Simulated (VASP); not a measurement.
# ZrS (Fm-3m) in VASP: further runs, part 2 of 2

VASP 6.6.1.

### 4 Single point, PBEsol

This run uses another cell than the first one, of 18.09 Å³/atom, 1.429 times its volume.

INCAR

```
PREC     = Accurate       # precision mode
ENCUT    = 520            # plane-wave cutoff, eV
EDIFF    = 1E-6           # SCF threshold, eV
ISMEAR   = -1             # smearing method
SIGMA    = 0.03           # smearing width, eV
LREAL    = F              # projectors in reciprocal space
LASPH    = T              # aspherical terms in the spheres
NELM     = 60             # most SCF steps
ALGO     = Normal         # electronic algorithm
ISIF     = 2              # what is computed and relaxed
LWAVE    = F              # write WAVECAR
LCHARG   = F              # write CHGCAR
GGA      = PS             # functional
NBANDS   = 16             # bands
```

KPOINTS

```
Automatic mesh
0
Gamma
  9 9 9
```

POSCAR

```
ZrS
1.0
    0.0000000000      2.6250000000      2.6250000000
    2.6250000000      0.0000000000      2.6250000000
    2.6250000000      2.6250000000      0.0000000000
Zr S
1 1
Direct
    0.0000000000      0.0000000000      0.0000000000
    0.5000000000      0.5000000000      0.5000000000
```

Potentials or basis: VASP PAW PBE potentials, release 64 (Zr_sv, S).

Started as:

```console
> cat potpaw_PBE.64/Zr_sv/POTCAR potpaw_PBE.64/S/POTCAR > POTCAR
> mpirun -np 1 vasp_std > vasp.out
```

OUTCAR:

```text
PREC = Accurate
   ENCUT = 520
   EDIFF = 1E-6
   ISMEAR = -1
   LREAL = F
   LASPH = T
   NELM = 60
   ISIF = 2
   GGA = PS

 ion  position               nearest neighbor table
   1  0.000  0.000  0.000-   2 2.62   2 2.62   2 2.62   2 2.62   2 2.62   2 2.62
   2  0.500  0.500  0.500-   1 2.62   1 2.62   1 2.62   1 2.62   1 2.62   1 2.62

  LATTYP: Found a face centered cubic cell.
 ALAT       =     5.2500000000

  Lattice vectors:

 A1 = (   0.0000000000,   2.6250000000,   2.6250000000)
 A2 = (   2.6250000000,   0.0000000000,   2.6250000000)
 A3 = (   2.6250000000,   2.6250000000,   0.0000000000)

Analysis of symmetry for initial positions (statically):
=====================================================================
 Subroutine PRICEL returns:
 Original cell was already a primitive cell.

 Routine SETGRP: Setting up the symmetry group for a
 face centered cubic supercell.

 Subroutine GETGRP returns: Found 48 space group operations
 (whereof 48 operations were pure point group operations)
 out of a pool of 48 trial point group operations.

The static configuration has the point symmetry O_h .

Analysis of symmetry for dynamics (positions and initial velocities):
=====================================================================
 Subroutine PRICEL returns:
 Original cell was already a primitive cell.

 Routine SETGRP: Setting up the symmetry group for a
 face centered cubic supercell.

 Subroutine GETGRP returns: Found 48 space group operations
 (whereof 48 operations were pure point group operations)
 out of a pool of 48 trial point group operations.

The dynamic configuration has the point symmetry O_h .

 Subroutine INISYM returns: Found 48 space group operations
 (whereof 48 operations are pure point group operations),
 and found     1 'primitive' translations

[... 105 lines left out ...]
   NELECT =      18.0000    total number of electrons
   NUPDOWN=      -1.0000    fix difference up-down
   EMIN   =  10.00;   EMAX   =-10.00  energy-range for DOS
   EFERMI =   0.00;   METHOD = LEGACY
   ISMEAR =    -1;   SIGMA  =   0.03  broadening in eV -4-tet -1-fermi 0-gaus
   EFERMI_NEDOS =   21; number of points for ismear=-14 and -15
   IALGO  =     38    algorithm
   IMIX   =      4    mixing-type and parameters
     AMIX     =   0.40;   BMIX     =  1.00
     AMIX_MAG =   1.60;   BMIX_MAG =  1.00
  volume/ion in A,a.u.               =      18.09       122.06
  Fermi-wavevector in a.u.,A,eV,Ry     =   1.297258  2.451462 22.896950  1.682878
  Thomas-Fermi vector in A             =   2.428662
   LORBIT       =      0    0 simple, 1 ext, 2 COOP (PROOUT), +10 PAW based schemes
   GGA     = PS    functional components
   LHFCALC =     F    Hartree Fock is set to
   AEXX    =    0.0000 exact exchange contribution
   IVDW    =     0    specifies the selected vdW correction
   LEPSILON=     F    determine dielectric tensor
   LRPA    =     F    only Hartree local field effects (RPA)
 non-spin polarized calculation
  energy-cutoff  :      520.00
  volume of cell :       36.18
 maximum number of plane-waves:       984
   NGX = 13   NGY = 13   NGZ = 13

 number of electron      18.0000000 magnetization

 Free energy of the ion-electron system (eV)
  ---------------------------------------------------
  ext. energy  EPLUGINS =         0.00000000
  ---------------------------------------------------
  free energy    TOTEN  =       -16.47683359 eV

  energy without entropy =      -16.47283160  energy(sigma->0) =      -16.47483260

 E-fermi :  10.5479     XC(G=0): -11.4618

 val. band max:       10.4522958308   @ k =   0.4444   0.1111   0.0000
 cond. band min:      10.5710107238   @ k =  -0.4444   0.2222   0.1111
 fundamental gap:      0.1187148930
 Fermi energy:        10.5478980826

 k-point     1 :       0.0000    0.0000    0.0000
  band No.  band energies     occupation
      1     -39.2902      2.00000
      2     -17.2850      2.00000
      3     -17.2850      2.00000
      4     -17.2850      2.00000
      5      -5.2171      2.00000
      6       7.0876      2.00000
[... 433 lines left out ...]
      3     -17.3904      2.00000
      4     -17.3904      2.00000
      5      -4.3564      2.00000
      6       4.2433      2.00000
[... 8 lines left out ...]
     15      19.0204      0.00000
     16      21.3899      0.00000

 [... further k-points ...]
[... 5 lines left out ...]
  --------------------------------------------------------------------------------------
  -------------------------------------------------------------------------------------
  Total       -1.4235107     -1.4235107     -1.4235107      0.0000000     -0.0000000     -0.0000000
  in kB      -63.0453993    -63.0453993    -63.0453993      0.0000000     -0.0000000     -0.0000000
  external PRESSURE =     -63.0453993 kB  Pullay stress =       0.0000000 kB

 VOLUME and BASIS-vectors are now :
 -----------------------------------------------------------------------------
  energy-cutoff  :      520.00
  volume of cell :       36.18
      direct lattice vectors                 reciprocal lattice vectors
     0.000000000  2.625000000  2.625000000    -0.190476190  0.190476190  0.190476190
     2.625000000  0.000000000  2.625000000     0.190476190 -0.190476190  0.190476190
     2.625000000  2.625000000  0.000000000     0.190476190  0.190476190 -0.190476190

 POSITION                                       TOTAL-FORCE (eV/Angst)
 -----------------------------------------------------------------------------------
      0.00000      0.00000      0.00000        -0.000000      0.000000     -0.000000
      2.62500      2.62500      2.62500         0.000000     -0.000000      0.000000
 -----------------------------------------------------------------------------------
    total drift:                                0.000000      0.000000      0.000000

  FREE ENERGIE OF THE ION-ELECTRON SYSTEM (eV)
  ---------------------------------------------------
  free  energy   TOTEN  =       -16.4768335853 eV

  energy  without entropy=      -16.4728316048  energy(sigma->0) =      -16.47483260
```

OSZICAR:

```text
N       E                     dE             d eps       ncg     rms          rms(c)
DAV:   1     0.120858066031E+03    0.12086E+03   -0.95024E+03  1120   0.109E+03
DAV:   2    -0.121032513228E+02   -0.13296E+03   -0.12813E+03  1480   0.281E+02
DAV:   3    -0.172881373862E+02   -0.51849E+01   -0.51471E+01  1728   0.492E+01
DAV:   4    -0.173984012573E+02   -0.11026E+00   -0.11023E+00  1488   0.636E+00
DAV:   5    -0.174000031454E+02   -0.16019E-02   -0.16019E-02  1600   0.647E-01    0.153E+01
DAV:   6    -0.165188904913E+02    0.88111E+00   -0.18992E+00  1344   0.953E+00    0.685E+00
DAV:   7    -0.164832302943E+02    0.35660E-01   -0.18866E-01  1560   0.280E+00    0.276E+00
DAV:   8    -0.164774609719E+02    0.57693E-02   -0.28126E-02  1312   0.105E+00    0.440E-01
DAV:   9    -0.164769043129E+02    0.55666E-03   -0.38184E-03  1336   0.347E-01    0.183E-01
DAV:  10    -0.164768377236E+02    0.66589E-04   -0.52011E-04  1384   0.218E-01    0.498E-02
DAV:  11    -0.164768340994E+02    0.36243E-05   -0.29835E-05  1432   0.455E-02    0.293E-02
DAV:  12    -0.164768335853E+02    0.51405E-06   -0.24604E-06  1448   0.104E-02
   1 F= -.16476834E+02 E0= -.16474833E+02  d E =-.400198E-02
```

stdout:

```text
POSCAR found type information on POSCAR ZrS
 POSCAR found :  2 types and       2 ions
 scaLAPACK will be used
 -----------------------------------------------------------------------------
|                                                                             |
|                                                                             |
|     You enforced a specific xc type in the INCAR file but a different       |
|     I HOPE YOU KNOW WHAT YOU ARE DOING!                                     |
|                                                                             |
 -----------------------------------------------------------------------------

 LDA part: xc-table for (Slater+PW92), standard interpolation
 POSCAR, INCAR and KPOINTS ok, starting setup
 FFT: planning ... GRIDC
 FFT: planning ... GRID_SOFT
 FFT: planning ... GRID
 WAVECAR not read
 entering main loop
```

It took 8.6 s on 1 thread of Intel Xeon 6975P-C (Granite Rapids), shared host; peak memory 0.16 GiB.

Results:

```
Free energy            : -16.4768 eV
Pressure               : -6.3 GPa
Band gap on the k mesh : zero (band 9 reaches 11.73 eV, above the bottom of band 10 at 9.24 eV)
```

Levels at points of the mesh, in eV from the Fermi level:
```
           k point  band 6  band 7  band 8  band 9  band 10  band 11  band 12  band 13
(0.00, 0.00, 0.00)   -3.46   -3.46   -3.46   -1.31    -1.31    -1.31    -0.63    -0.63
```

Caveat: the PAW data sets were made with another functional, which shifts forces and pressure a little.
